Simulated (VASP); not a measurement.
# Mo in VASP: further runs

The runs below take Mo through single point, relaxation of cell and atoms, with PBEsol.

All numbers are computed with VASP 6.6.1; they aren't measurements. Logs are shortened: lines on timing, memory, paths and dates and some standing lists are left out, and cuts for length are marked.

## Step 1: The cell of the first run

The structure is tetragonal, space group I4/mmm (No. 139). The conventional cell has a = 2.791 Å, b = 2.791 Å, c = 4.246 Å, α = 90.00°, β = 90.00°, γ = 90.00°. Mo (site symmetry 4/mmm) has 12 Mo at 2.79 to 2.90 Å within 3.7 Å.

## Step 2: Single point, PBEsol

INCAR

```
SYSTEM = Mo
  PREC = Accurate
  ENCUT = 520
  EDIFF = 1E-7
  ISMEAR = 0
  SIGMA = 0.1
  LREAL = .False.
  LASPH = .True.
  NELM = 100
  ALGO = Fast
  ISIF = 2
  LWAVE = .False.
  LCHARG = .False.
  GGA = PS
  NBANDS = 13
```

KPOINTS

```
regular mesh
0
Gamma
  8 8 8
  0 0 0
```

POSCAR

```
Mo
1.0
   -1.3954239134      1.3954239134      2.1229339179
    1.3954239134     -1.3954239134      2.1229339179
    1.3954239134      1.3954239134     -2.1229339179
Mo
1
Direct
    0.0000000000      0.0000000000      0.0000000000
```

Potentials or basis: VASP PAW PBE potentials, release 64 (Mo_sv).

Launch:

```console
$ cat potpaw_PBE.64/Mo_sv/POTCAR > POTCAR
$ mpirun -np 1 vasp_std > vasp.out
```

OUTCAR:

```text
SYSTEM = Mo
   PREC = Accurate
   ENCUT = 520
   EDIFF = 1E-7
   ISMEAR = 0
   LREAL = .False.
   LASPH = .True.
   NELM = 100
   ISIF = 2
   GGA = PS

 ion  position               nearest neighbor table
   1  0.000  0.000  0.000-

  LATTYP: Found a body centered tetragonal cell.
 ALAT       =     2.7908478268
 C/A-ratio  =     1.5213541186

  Lattice vectors:

 A1 = (  -1.3954239134,   1.3954239134,   2.1229339179)
 A2 = (   1.3954239134,  -1.3954239134,   2.1229339179)
 A3 = (   1.3954239134,   1.3954239134,  -2.1229339179)

Analysis of symmetry for initial positions (statically):
=====================================================================
 Subroutine PRICEL returns:
 Original cell was already a primitive cell.

 Routine SETGRP: Setting up the symmetry group for a
 body centered tetragonal supercell.

 Subroutine GETGRP returns: Found 16 space group operations
 (whereof 16 operations were pure point group operations)
 out of a pool of 16 trial point group operations.

The static configuration has the point symmetry D_4h.

Analysis of symmetry for dynamics (positions and initial velocities):
=====================================================================
 Subroutine PRICEL returns:
 Original cell was already a primitive cell.

 Routine SETGRP: Setting up the symmetry group for a
 body centered tetragonal supercell.

 Subroutine GETGRP returns: Found 16 space group operations
 (whereof 16 operations were pure point group operations)
 out of a pool of 16 trial point group operations.

The dynamic configuration has the point symmetry D_4h.

 Subroutine INISYM returns: Found 16 space group operations
 (whereof 16 operations are pure point group operations),
 and found     1 'primitive' translations

----------------------------------------------------------------------------------------

                                     Primitive cell

  volume of cell :      16.5352

  direct lattice vectors                    reciprocal lattice vectors
    -1.395423913  1.395423913  2.122933918     0.000000000  0.358314054  0.235523111
     1.395423913 -1.395423913  2.122933918     0.358314054  0.000000000  0.235523111
     1.395423913  1.395423913 -2.122933918     0.358314054  0.358314054  0.000000000

  length of vectors
     2.898493439  2.898493439  2.898493439     0.428789106  0.428789106  0.506732595

  position of ions in fractional coordinates (direct lattice)
     0.000000000  0.000000000  0.000000000

  ion indices of the primitive-cell ions
   primitive index   ion index
                 1           1

[... 81 lines left out ...]
   PSTRESS=    0.0 pullay stress
   NELECT =      14.0000    total number of electrons
   NUPDOWN=      -1.0000    fix difference up-down
   EMIN   =  10.00;   EMAX   =-10.00  energy-range for DOS
   EFERMI =   0.00;   METHOD = LEGACY
   ISMEAR =     0;   SIGMA  =   0.10  broadening in eV -4-tet -1-fermi 0-gaus
   EFERMI_NEDOS =   21; number of points for ismear=-14 and -15
   IALGO  =     68    algorithm
   IMIX   =      4    mixing-type and parameters
     AMIX     =   0.40;   BMIX     =  1.00
     AMIX_MAG =   1.60;   BMIX_MAG =  1.00
  volume/ion in A,a.u.               =      16.54       111.58
  Fermi-wavevector in a.u.,A,eV,Ry     =   1.548750  2.926713 32.635285  2.398626
  Thomas-Fermi vector in A             =   2.653655
   LORBIT       =      0    0 simple, 1 ext, 2 COOP (PROOUT), +10 PAW based schemes
   GGA     = PS    functional components
   LHFCALC =     F    Hartree Fock is set to
   AEXX    =    0.0000 exact exchange contribution
   IVDW    =     0    specifies the selected vdW correction
   LEPSILON=     F    determine dielectric tensor
   LRPA    =     F    only Hartree local field effects (RPA)
 non-spin polarized calculation
 RMM-DIIS sequential band-by-band and
 Gauss-broadening in eV      SIGMA  =   0.10
  energy-cutoff  :      520.00
  volume of cell :       16.54
 maximum number of plane-waves:       460
 NGX is ok and might be reduce to    24
   NGX = 11   NGY = 11   NGZ = 11

 number of electron      14.0000002 magnetization

 Free energy of the ion-electron system (eV)
  ---------------------------------------------------
  ext. energy  EPLUGINS =         0.00000000
  ---------------------------------------------------
  free energy    TOTEN  =       -11.32739929 eV

  energy without entropy =      -11.31983922  energy(sigma->0) =      -11.32361925

 E-fermi :  11.2366     XC(G=0): -13.1991

 val. band max:       11.2195338880   @ k =   0.2500   0.1250   0.0000
 cond. band min:      11.2546794826   @ k =  -0.1250   0.5000   0.1250
 fundamental gap:      0.0351455946
 Fermi energy:        11.2365562642

 k-point     1 :       0.0000    0.0000    0.0000
  band No.  band energies     occupation
      1     -49.4837      2.00000
      2     -22.9609      2.00000
      3     -22.8779      2.00000
      4     -22.8779      2.00000
      5       4.4938      2.00000
      6       9.9517      2.00000
      7      10.8230      2.00000
      8      10.8230      2.00000
      9      12.3922      0.00000
     10      13.6257      0.00000
     11      24.3285      0.00000
     12      27.8979      0.00000
     13      30.0998      0.00000
[... 354 lines left out ...]
  band No.  band energies     occupation
      1     -49.2398      2.00000
      2     -23.9444      2.00000
      3     -23.3634      2.00000
      4     -23.2138      2.00000
      5       7.9419      2.00000
      6       8.8514      2.00000
      7      10.5884      2.00000
      8      11.5035      0.00016
      9      14.8147      0.00000
     10      18.2861      0.00000
     11      21.2130      0.00000
     12      26.8973      0.00000
     13      27.8226      0.00000

 [... further k-points ...]

------------------------ aborting loop because EDIFF is reached ----------------------------------------

  FORCE on cell =-STRESS in cart. coord.  units (eV):
  Direction    XX          YY          ZZ          XY          YZ          ZX
  --------------------------------------------------------------------------------------
  -------------------------------------------------------------------------------------
  Total       -1.7257105     -1.7257105     -0.7968638      0.0000000      0.0000000     -0.0000000
  in kB     -167.2128840   -167.2128840    -77.2121981      0.0000000      0.0000000     -0.0000000
  external PRESSURE =    -137.2126554 kB  Pullay stress =       0.0000000 kB

 VOLUME and BASIS-vectors are now :
 -----------------------------------------------------------------------------
  energy-cutoff  :      520.00
  volume of cell :       16.54
      direct lattice vectors                 reciprocal lattice vectors
    -1.395423913  1.395423913  2.122933918     0.000000000  0.358314054  0.235523111
     1.395423913 -1.395423913  2.122933918     0.358314054  0.000000000  0.235523111
     1.395423913  1.395423913 -2.122933918     0.358314054  0.358314054  0.000000000

 POSITION                                       TOTAL-FORCE (eV/Angst)
 -----------------------------------------------------------------------------------
      0.00000      0.00000      0.00000        -0.000000      0.000000      0.000000
 -----------------------------------------------------------------------------------
    total drift:                               -0.000000      0.000000      0.000000

  FREE ENERGIE OF THE ION-ELECTRON SYSTEM (eV)
  ---------------------------------------------------
  free  energy   TOTEN  =       -11.3273992936 eV

  energy  without entropy=      -11.3198392156  energy(sigma->0) =      -11.32361925
```

stdout:

```text
POSCAR found type information on POSCAR Mo
 POSCAR found :  1 types and       1 ions
 scaLAPACK will be used
 -----------------------------------------------------------------------------
|                                                                             |
|                                                                             |
|     You enforced a specific xc type in the INCAR file but a different       |
|     I HOPE YOU KNOW WHAT YOU ARE DOING!                                     |
|                                                                             |
 -----------------------------------------------------------------------------

 LDA part: xc-table for (Slater+PW92), standard interpolation
 POSCAR, INCAR and KPOINTS ok, starting setup
 FFT: planning ... GRIDC
 FFT: planning ... GRID_SOFT
 FFT: planning ... GRID
 WAVECAR not read
 entering main loop
WARNING in EDDRMM: call to ZHEGV failed, returncode =   8  4     12
```

Run time: 12 s. Hardware: 1 thread of AMD EPYC 9R45 (Zen 5), shared host; peak memory 0.11 GiB.

What came out:

```yaml
Free_energy: -11.3274 eV
Pressure: -13.7 GPa
Band_gap_on_the_k_mesh: zero (band 7 reaches 14.87 eV, above the bottom of band 8 at 10.82 eV)
```

Caveat: the k points lie up to 0.40 Å⁻¹ apart; the PAW data sets were made with another functional, which shifts forces and pressure a little.

## Step 3: Relaxation of cell and atoms, PBEsol

INCAR

```
SYSTEM = Mo
  ALGO = Normal
  EDIFF = 1E-6
  EDIFFG = -0.04
  ENCUT = 600
  GGA = PS
  IBRION = 2
  ISIF = 3
  ISMEAR = 0
  LASPH = .TRUE.
  LCHARG = .FALSE.
  LREAL = .FALSE.
  LWAVE = .FALSE.
  NELM = 80
  NSW = 90
  PREC = Accurate
  SIGMA = 0.1
```

KPOINTS

```
k-points
0
G
  8 8 8
  0 0 0
```

POSCAR is that of step 2.

Potentials or basis: VASP PAW PBE potentials, release 64 (Mo_sv).

Launch:

```console
$ cat potpaw_PBE.64/Mo_sv/POTCAR > POTCAR
$ mpirun -np 1 vasp_std > vasp.out
```

It took 21 s on 1 thread of Intel Xeon 6975P-C (Granite Rapids), shared host; peak memory 0.16 GiB.

Results (log left out):

* Free energy: -11.3934 eV
* Relaxed volume: 15.60 Å³/atom
* Relaxed cell: a = 2.888 Å, b = 2.888 Å, c = 2.888 Å, α = 124.90°, β = 124.90°, γ = 81.71°
* Space group after relaxing (to 0.05 Å): I4/mmm (No. 139)
* Energy gained by relaxing: 66.0 meV/atom
* Ionic steps: 8
* Pressure after relaxing: 0.3 GPa
* Band gap on the k mesh: zero (band 7 reaches 15.68 eV, above the bottom of band 8 at 11.99 eV)

Stress tensor (GPa, compression positive):
```
0.38 0.00 0.00
0.00 0.38 0.00
0.00 0.00 0.28
```

Step by step:
| step | energy change (eV) | largest force (eV/Å) | pressure (GPa) | volume (Å³) |
| --- | --- | --- | --- | --- |
| 1 | 0.0000 | 0.0000 | -13.82 | 16.54 |
| 2 | 0.2678 | 0.0000 | 53.59 | 13.34 |
| 3 | -0.0516 | 0.0000 | 0.01 | 15.56 |
| 4 | -0.0518 | 0.0000 | 0.86 | 15.51 |
| 5 | -0.0618 | 0.0000 | 0.32 | 15.56 |
| 6 | -0.0658 | 0.0000 | 0.34 | 15.60 |
| 7 | -0.0660 | 0.0000 | 0.32 | 15.59 |
| 8 | -0.0660 | 0.0000 | 0.35 | 15.60 |

Final structure:
```cif
data_structure
_symmetry_space_group_name_H-M 'P 1'
_symmetry_Int_Tables_number 1
_cell_length_a 2.8883
_cell_length_b 2.8883
_cell_length_c 2.8883
_cell_angle_alpha 124.896
_cell_angle_beta 124.896
_cell_angle_gamma 81.710
_cell_volume 15.60
loop_
_atom_site_label
_atom_site_type_symbol
_atom_site_fract_x
_atom_site_fract_y
_atom_site_fract_z
_atom_site_occupancy
Mo1 Mo 0.00000 0.00000 0.00000 1
```

Levels at points of the mesh, in eV from the Fermi level:
```csv
k point,band 5,band 6,band 7,band 8,band 9,band 10
"(0.00, 0.00, 0.00)",-7.17,-2.26,-0.31,-0.31,0.16,2.91
"(0.50, 0.00, 0.00)",-5.11,-2.13,-0.30,1.38,3.41,4.18
"(0.50, 0.50, 0.00)",-5.55,-4.72,3.30,3.41,4.85,5.55
"(0.50, 0.50, 0.50)",-5.36,-4.63,2.03,4.07,4.30,4.30
```

Caveat: the k points lie up to 0.42 Å⁻¹ apart in the final cell; the PAW data sets were made with another functional, which shifts forces and pressure a little.

(Continued in part 2 of 2.)
